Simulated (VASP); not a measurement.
Set up this calculation in VASP 6.6.1, as the native input.

| Property | Result |
| --- | --- |
| Task | single point |
| Functional | PBE |
| Potentials or basis | VASP PAW PBE potentials, release 64 (Sc_sv, Li_sv) |
| Cutoff | 520 eV |
| k mesh | 3 × 2 × 3 |
| Occupations | fermi-dirac, width 0.05 eV |
| Spin | no spin polarisation |
| Dipole correction | no |
| Further INCAR settings | ALGO = Normal; EDIFF = 1e-06; NBANDS = 80 |

The structure of LiSc12 (a cell with a defect) lies in POSCAR:

```
LiSc12
1.0
    6.6200000000      0.0000000000      0.0000000000
   -4.9650000000      8.5996320000      0.0000000000
    0.0000000000      0.0000000000      5.2761400000
Sc Li
12 1
Direct
   -0.0381588962     -0.1309590922     -0.1959197444
    0.1999550478      0.2278353306      0.5300655403
    0.0755131085      0.3665854539      0.1097582703
    0.1156577260      0.5643613587      0.6123795047
    0.0055816169      0.6669587722      0.0733490772
    0.2996550020      0.9162368808      0.4361711403
    0.6613965088      0.0216404609     -0.1751659357
    0.6858066776      0.2538248148      0.4692635146
    0.5463865605      0.3774580122     -0.0086426820
    0.6534202101      0.5683266447      0.5191484684
    0.4621338290      0.6645168072      0.0415455238
    0.7627029266      0.9550641237      0.3387514357
    0.3579563149      0.0768521258     -0.0330734211
```

One way to write it, as run:

INCAR

```
SYSTEM = LiSc12
PREC = Accurate
ENCUT = 520
EDIFF = 1E-6
ISMEAR = -1
SIGMA = 0.05
LREAL = .False.
LASPH = .True.
NELM = 60
ALGO = Normal
ISIF = 2
LWAVE = .False.
LCHARG = .True.
GGA = PE
LELF = .True.
LVHAR = .True.
NBANDS = 80
```

KPOINTS

```
Automatic mesh
0
Gamma
  3 2 3
  0 0 0
```

Potentials or basis: VASP PAW PBE potentials, release 64 (Sc_sv, Li_sv).

Run with:

```sh
$ cat potpaw_PBE.64/Sc_sv/POTCAR potpaw_PBE.64/Li_sv/POTCAR > POTCAR
$ mpirun -np 1 vasp_std > vasp.out
```

It gave:

| Property | Result |
| --- | --- |
| Largest force | 1.638 eV/Å |
| Band gap on the k mesh | zero (an odd number of electrons rules out a gap without spin polarisation) |

Caveat: the k points lie up to 0.40 Å⁻¹ apart, too coarse for converged energies and pressures of a metal; the atoms stand as in a frame of molecular dynamics.

Wall time 12 min on 1 thread of Intel(R) Xeon(R) Platinum 8375C CPU @ 2.90GHz (Ice Lake) (shared host), peak memory 0.46 GiB.
